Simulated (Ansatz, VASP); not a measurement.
Two plane-wave programs on AlN

The input INCAR:

```
PREC     = Accurate       # precision mode
ENCUT    = 520            # plane-wave cutoff, eV
EDIFF    = 1E-6           # SCF threshold, eV
ISMEAR   = 0              # smearing method
SIGMA    = 0.05           # smearing width, eV
LREAL    = False          # projectors in reciprocal space
LASPH    = True           # aspherical terms in the spheres
NELM     = 60             # most SCF steps
ALGO     = Normal         # electronic algorithm
ISIF     = 2              # what is computed and relaxed
LWAVE    = False          # write WAVECAR
LCHARG   = False          # write CHGCAR
GGA      = PE             # functional
NBANDS   = 36             # bands
```

The input KPOINTS:

```
regular mesh
0
Gamma
  8 8 2
```

The input POSCAR:

```
AlN
1.0
    2.2015871003     -2.2015871003      0.0000000000
    2.2015871003      0.0000000000     -2.2015871003
    9.1731328121      8.6229561957      8.6229561957
Al N
6 6
Direct
    0.9670298600     -0.0329701400      0.3958000000
    0.3142465267      0.3142465267      0.2291333333
    0.6198131933      0.6198131933      0.5624666667
    0.9253798600      0.9253798600      0.8958000000
    0.2725965267      0.2725965267      0.7291333333
    0.6614631933      0.6614631933      0.0624666667
    0.6302256933      0.6302256933      0.4374666667
    0.9774423600     -0.0225576400      0.2708000000
    0.2830090267      0.2830090267      0.6041333333
    0.5885756933      0.5885756933      0.9374666667
   -0.0642076400     -0.0642076400      0.7708000000
    0.3246590267      0.3246590267      0.1041333333
```

Input for Ansatz:

```yaml
crystal:
  lattice:
    - [2.2015871003, -2.2015871003, 0.0]
    - [2.2015871003, 0.0, -2.2015871003]
    - [9.1731328121, 8.6229561957, 8.6229561957]
  atoms:
    - { symbol: Al, position: [0.96702986, -0.03297014, 0.3958] }
    - { symbol: Al, position: [0.3142465267, 0.3142465267, 0.2291333333] }
    - { symbol: Al, position: [0.6198131933, 0.6198131933, 0.5624666667] }
    - { symbol: Al, position: [0.92537986, 0.92537986, 0.8958] }
    - { symbol: Al, position: [0.2725965267, 0.2725965267, 0.7291333333] }
    - { symbol: Al, position: [0.6614631933, 0.6614631933, 0.0624666667] }
    - { symbol: "N", position: [0.6302256933, 0.6302256933, 0.4374666667] }
    - { symbol: "N", position: [0.97744236, -0.02255764, 0.2708] }
    - { symbol: "N", position: [0.2830090267, 0.2830090267, 0.6041333333] }
    - { symbol: "N", position: [0.5885756933, 0.5885756933, 0.9374666667] }
    - { symbol: "N", position: [-0.06420764, -0.06420764, 0.7708] }
    - { symbol: "N", position: [0.3246590267, 0.3246590267, 0.1041333333] }
basis:
  ecutwfc: 420
kpoints:
  mp_grid: { grid: [8, 8, 2] }
hamiltonian:
  xc: pbe
scf:
  occupations: { method: gaussian, width: 0.05 }
output:
  forces: true
  stress: true
  eigenvalues: true
```

Alike in both runs: task single point; functional PBE; k mesh 8 × 8 × 2; occupations gaussian, width 0.05 eV; no spin polarisation.

|  | VASP | Ansatz |
| --- | --- | --- |
| version | VASP 6.6.1 | Ansatz 0.2.0 |
| potentials or method | VASP PAW PBE potentials, release 64 (Al, N), cutoff 520 eV | scalar-relativistic, plane waves, PAW |
| valence electrons in the cell | 48 | 48 |

VASP gave:

| Item | Value |
| --- | --- |
| gap on the k mesh at the Fermi level (eV) | 3.06 |
| least direct gap on the mesh (eV) | 3.50 |
| pressure (GPa) | -0.5 |
| traceless stress, the component that is largest in VASP (GPa) | -2.71 |
| rms of the force components (eV/Å) | 0.219 |

Problem. What did Ansatz give for the same quantities?

Solution. gap on the k mesh at the Fermi level (eV): 3.07; least direct gap on the mesh (eV): 3.50; pressure (GPa): -0.2; traceless stress, the component that is largest in VASP (GPa): -2.70; rms of the force components (eV/Å): 0.218.

Atom by atom the forces differ by 0.001 eV/Å (rms over components). With one functional, cell and mesh, what is left measures potentials, basis and numerics.
